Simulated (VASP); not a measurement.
Here is a VASP 6.6.1 calculation.

Contents of INCAR:

```
  PREC = Accurate
  ENCUT = 520
  EDIFF = 1E-6
  ISMEAR = -1
  SIGMA = 0.13605693000000002
  LREAL = False
  LASPH = True
  NELM = 100
  ALGO = Normal
  ISIF = 2
  LWAVE = False
  LCHARG = False
  GGA = PE
  NBANDS = 12
```

KPOINTS

```
regular mesh
0
Gamma
  13 13 13
```

File POSCAR:

```
Nb
1.0
    0.0000000000      2.1094809412      2.1094809412
    2.1094809412      0.0000000000      2.1094809412
    2.1094809412      2.1094809412      0.0000000000
Nb
1
Direct
    0.0000000000      0.0000000000      0.0000000000
```

Potentials or basis: VASP PAW PBE potentials, release 64 (Nb_sv).

Command:

```console
$ cat potpaw_PBE.64/Nb_sv/POTCAR > POTCAR
$ mpirun -np 1 vasp_std > vasp.out
```

Q: Predict the pressure.

A: 0.0 GPa.
